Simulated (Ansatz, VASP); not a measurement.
**Zn3Se2S in VASP and in Ansatz**

```xyz
12
Lattice="0.0000 -4.0018 -0.0003 8.0008 -0.0001 0.0004 -2.0005 2.0004 8.3999" Properties=species:S:1:pos:R:3 pbc="T T T"
Zn    1.9997   -2.0020    5.5020
Zn    6.0007   -2.0018    5.5014
Zn    2.0001   -1.9992    0.0000
Zn    6.0012   -2.0018   -0.0002
Zn   -0.0001   -0.0004    2.8983
Zn    3.9998    0.0001    2.8978
Se    0.0001   -2.0012    1.4492
Se    4.0006   -2.0008    1.4487
Se   -0.0005   -1.9999    6.9512
Se    4.0004   -2.0021    6.9512
S     2.0001   -0.0008    4.2004
S     6.0002   -0.0006    4.2001
```

Change from the starting cell: cell x2, atoms moved at random (sigma 0.05 Å) and cell strained at random (1.5 %), then relaxed without symmetry.

Alike in both runs: functional PBE; k mesh 4 × 2 × 4; occupations gaussian, width 0.1 eV; no spin polarisation.

Ansatz relaxed the structure, and its values are those at the end. VASP's run is a single point on that final structure, the one shown.

|  | VASP | Ansatz |
| --- | --- | --- |
| version | VASP 6.6.1 | Ansatz 0.2.0 |
| potentials or method | VASP PAW PBE potentials, release 64 (Zn, Se, S), cutoff 520 eV | scalar-relativistic, plane waves, PAW |
| valence electrons in the cell | 108 | 148 |

Ansatz gave:

```
gap on the k mesh at the Fermi level (eV) : 1.36
least direct gap on the mesh (eV)         : 1.36
pressure (GPa)                            : 0.0
```

Question: Estimate VASP's values.

Answer: gap on the k mesh at the Fermi level (eV): 1.36; least direct gap on the mesh (eV): 1.36; pressure (GPa): 0.2.

VASP's potentials hold 108 valence electrons a cell and Ansatz's 148, so a difference there can come from the potentials and not from the codes.
